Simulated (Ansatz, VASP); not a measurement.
**Sn in VASP and in Ansatz**

```
Sn
1.0
     0.00000    3.27111    3.27111
     3.27111    0.00000    3.27111
     3.27111    3.27111    0.00000
Sn
2
Cartesian
  3.2711 3.2711 3.2711
  4.9067 4.9067 4.9067
```

Alike in both runs: functional PBEsol; k mesh 10 × 10 × 10; occupations fermi-dirac, width 0.1 eV; no spin polarisation.

Ansatz relaxed the structure, and its values are those at the end. VASP's run is a single point on that final structure, the one shown.

|  | VASP | Ansatz |
| --- | --- | --- |
| version | VASP 6.6.1 | Ansatz 0.2.0 |
| potentials or method | VASP PAW PBE potentials, release 64 (Sn_d) | PAW with Ansatz's default frozen-core files, scalar-relativistic |
| plane-wave cutoff (eV) | 520 | 420 |
| valence electrons in the cell | 28 | 28 |

```tsv
	VASP	Ansatz	Ansatz less VASP
pressure (GPa)	-0.1	0.0	+0.06
```

VASP's potentials were made for PBE, not for PBEsol. With one functional, cell and mesh, what is left measures potentials, basis and numerics.
